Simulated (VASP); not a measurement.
Wanted: the native input for a VASP 6.6.1 run.

| Item | Value |
| --- | --- |
| Task | single point |
| Functional | PBE |
| Potentials or basis | VASP PAW PBE potentials, release 64 (Hf_pv, Bi_d, O) |
| Cutoff | 520 eV |
| k mesh | 6 × 6 × 4 |
| Occupations | gaussian, width 0.1 eV |
| Spin | no spin polarisation |
| Dipole correction | no |
| Further INCAR settings | ALGO = Normal; EDIFF = 1e-06; NBANDS = 34 |

The structure of HfBi2O2 lies in POSCAR:

```
HfBi2O2
1.0
    3.6912593322      0.0000000000      0.0000000000
   -1.8456296661      3.1967243537      0.0000000000
    0.0000000000      0.0000000000      8.3839306663
Hf Bi O
1 2 2
Direct
    0.0000000000      0.0000000000      0.0000000000
    0.3333333333      0.6666666667      0.2987416617
    0.6666666667      0.3333333333      0.7012583383
    0.3333333333      0.6666666667      0.5853370500
    0.6666666667      0.3333333333      0.4146629500
```

The cell was built from a structure type or drawn by symmetry, and may not be a known phase.

One way to write it, as run:

INCAR

```
ALGO = Normal ; EDIFF = 1E-6
ENCUT = 520 ; GGA = PE
ISIF = 2 ; ISMEAR = 0
LASPH = True ; LCHARG = False
LREAL = False ; LWAVE = False
NBANDS = 34 ; NELM = 60
PREC = Accurate ; SIGMA = 0.1
```

KPOINTS

```
k-points
0
Gamma
  6 6 4
```

Potentials or basis: VASP PAW PBE potentials, release 64 (Hf_pv, Bi_d, O).

The run is started by

```sh
$ cat potpaw_PBE.64/Hf_pv/POTCAR potpaw_PBE.64/Bi_d/POTCAR potpaw_PBE.64/O/POTCAR > POTCAR
$ mpirun -np 1 vasp_std > vasp.out
```

It gave:

```json
{"Pressure": "-0.1 GPa", "Largest force": "0.039 eV/Å", "Band gap on the k mesh": "zero (bands 26 and 27 overlap by 0.78 eV)"}
```

Caveat: spin-orbit coupling is left out, which moves the levels of the heavy elements.

It took 43 s on 1 thread of Intel(R) Xeon(R) 6975P-C (Granite Rapids), on a shared host, peak memory 0.25 GiB.
